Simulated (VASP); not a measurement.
Ag:

```xyz
1
Lattice="0.0000 1.9997 1.9997 1.9997 0.0000 1.9997 1.9997 1.9997 0.0000" Properties=species:S:1:pos:R:3 pbc="T T T"
Ag    0.0000    0.0000    0.0000
```

Base run:

```yaml
Program: VASP 6.6.1
Functional: LDA
Potentials_or_basis: VASP PAW LDA potentials, release 64 (Ag)
Cutoff: 520 eV
k_mesh: 13 × 13 × 13
Occupations: fermi-dirac, width 0.6 eV
Spin: no spin polarisation
```

Its results: pressure 1.4 GPa.

Task: The run is repeated on the same cell with these changes: occupations from fermi-dirac, width 0.6 eV to methfessel-paxton, width 0.03 eV. What comes out?

Result: Pressure 0.0 GPa.
